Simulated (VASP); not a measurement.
Set up this calculation in VASP 6.6.1, as the native input.

- Task: single point
- Functional: PBE
- Potentials or basis: VASP PAW PBE potentials, release 64 (Zn, O)
- Cutoff: 600 eV
- k mesh: 6 × 6 × 4, shifted
- Occupations: fermi-dirac, width 0.01 eV
- Spin: no spin polarisation
- Dipole correction: no
- Further INCAR settings: ALGO = Normal; EDIFF = 1e-06; NBANDS = 26; ISYM = 0

The structure of ZnO lies in POSCAR:

```
ZnO
1.0
    3.2799149762      0.0000000003      0.0000000000
   -1.6399574862      2.8404896903      0.0000000000
    0.0000000000      0.0000000000      5.2940484900
Zn O
2 2
Direct
    0.6666666667      0.3333333333      0.5006132100
    0.3333333333      0.6666666667      0.0006132100
    0.6666666667      0.3333333333      0.8796967900
    0.3333333333      0.6666666667      0.3796967900
```

One way to write it, as run:

INCAR

```
  PREC = Accurate
  ENCUT = 600
  EDIFF = 1E-6
  ISMEAR = -1
  SIGMA = 0.01
  LREAL = False
  LASPH = True
  NELM = 120
  ALGO = Normal
  ISIF = 2
  LWAVE = False
  LCHARG = False
  GGA = PE
  ISYM = 0
  NBANDS = 26
  GGA_COMPAT = False
```

KPOINTS

```
Automatic mesh
0
Gamma
  6 6 4
  0.5 0.5 0.5
```

Potentials or basis: VASP PAW PBE potentials, release 64 (Zn, O).

The run is started by

```sh
$ cat potpaw_PBE.64/Zn/POTCAR potpaw_PBE.64/O/POTCAR > POTCAR
$ mpirun -np 1 vasp_std > vasp.out
```

It gave:

```yaml
Pressure: 0.7 GPa
Band_gap_on_the_k_mesh: 1.64 eV
```

Caveat: a shifted mesh leaves out Γ, where band edges can lie.

Run time: 2.2 min on 1 thread of Intel(R) Xeon(R) 6975P-C (Granite Rapids), with other jobs on the host, peak memory 0.38 GiB.
